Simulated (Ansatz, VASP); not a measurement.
Two plane-wave programs on C

```xyz
8
Lattice="-2.4104 2.4104 2.4827 2.4104 -2.4104 2.4827 2.4104 2.4104 -2.4827" Properties=species:S:1:pos:R:3 pbc="T T T"
C    -0.7845    0.7845    0.8081
C     1.6259    1.6259    1.6747
C     0.7845   -0.7845    0.8081
C     0.7845    0.7845   -0.8081
C     1.6259   -1.6259    1.6747
C     0.7845    0.7845    0.8081
C    -1.6259    1.6259    1.6747
C     1.6259    1.6259   -1.6747
```

Change from the starting cell: strain +0.000 along x and y, +0.030 along z, atoms carried along.

Alike in both runs: task single point; functional LDA; k mesh 8 × 8 × 8; occupations gaussian, width 0.05 eV; no spin polarisation.

|  | VASP | Ansatz |
| --- | --- | --- |
| version | VASP 6.6.1 | Ansatz 0.2.0 |
| potentials or method | VASP PAW LDA potentials, release 64 (C), cutoff 520 eV | scalar-relativistic, plane waves, PAW |
| valence electrons in the cell | 32 | 32 |

|  | VASP | Ansatz | Ansatz less VASP |
| --- | --- | --- | --- |
| gap on the k mesh at the Fermi level (eV) | 2.59 | 2.60 | +0.010 |
| least direct gap on the mesh (eV) | 3.28 | 3.29 | +0.004 |
| pressure (GPa) | -8.3 | -9.3 | -1.01 |
| traceless stress, the component that is largest in VASP (GPa) | -10.55 | -10.49 | +0.068 |
| rms of the force components (eV/Å) | 0.302 | 0.300 | -0.0011 |

LDA's correlation is that of Perdew and Zunger in VASP and of Perdew and Wang (1992) in Ansatz. Atom by atom the forces differ by 0.025 eV/Å (rms over components).
